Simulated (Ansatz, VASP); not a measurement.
MgS5: VASP beside Ansatz

```
Mg S
1.0
     4.67919    0.00000    0.00000
    -2.33959    4.05229    0.00000
     0.00000    0.00000    7.56799
Mg S
1 5
Direct
  0.00000 0.00000 0.00000
  0.00000 0.73927 0.50000
  0.73927 0.00000 0.50000
  0.26073 0.26073 0.50000
  0.66667 0.33333 0.00000
  0.33333 0.66667 0.00000
```

Change from the starting cell: species swapped into the Mg5Zn type (P-62m, No. 189).

Alike in both runs: functional PBE; k mesh 3 × 3 × 4; occupations gaussian, width 0.1 eV; no spin polarisation.

Ansatz relaxed the structure, and its values are those at the end. VASP's run is a single point on that final structure, the one shown.

```csv
,VASP,Ansatz
version,VASP 6.6.1,Ansatz 0.2.0
potentials or method,"VASP PAW PBE potentials, release 64 (Mg, S), cutoff 520 eV","scalar-relativistic, plane waves, PAW"
valence electrons in the cell,32,40
```

VASP gave:

* gap on the k mesh at the Fermi level (eV): none
* pressure (GPa): -0.3
* rms of the force components (eV/Å): 0.081

Task: What did Ansatz give for the same quantities?

Result: gap on the k mesh at the Fermi level (eV): none; pressure (GPa): 0.0; rms of the force components (eV/Å): 0.000.

A gap of «none» marks a metal or a gap that the smearing closes. The functional is the same, so the differences come from potentials, cutoffs and numerics. VASP's potentials hold 32 valence electrons a cell and Ansatz's 40, so a difference there can come from the potentials and not from the codes.

The k mesh is coarse, so the values compare programs but aren't converged.
